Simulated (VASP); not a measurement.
The system is SiC.

```
Si C
1.0
     3.19837    0.00000    0.00000
    -1.59919    2.76987    0.00000
     0.00000    0.00000    5.01742
Si C
2 2
Direct
  0.33333 0.66667 0.99779
  0.66667 0.33333 0.49779
  0.33333 0.66667 0.37721
  0.66667 0.33333 0.87721
```

This cell differs from its parent crystal: epitaxial xy strain +4.0%.

Base run:

| Quantity | Value |
| --- | --- |
| Program | VASP 6.6.1 |
| Functional | r2SCAN |
| Potentials or basis | VASP PAW PBE potentials, release 64 (Si, C) |
| Cutoff | 520 eV |
| k mesh | 12 × 12 × 6 |
| Occupations | gaussian, width 0.01 eV |
| Spin | no spin polarisation |

Its results: band gap on the k mesh 2.60 eV, indirect (least direct gap 3.88 eV); pressure -14.3 GPa.

Q: The run is repeated on the same cell with these changes: functional from r2SCAN to PBE; occupations from gaussian, width 0.01 eV to fermi-dirac, width 0.02 eV. What comes out?

A: Band gap on the k mesh 2.20 eV, indirect (least direct gap 3.40 eV); pressure -10.6 GPa.

Caveats: the PAW data sets were made with another functional, which shifts forces and pressure a little (some runs).

A k mesh can miss the band edges.
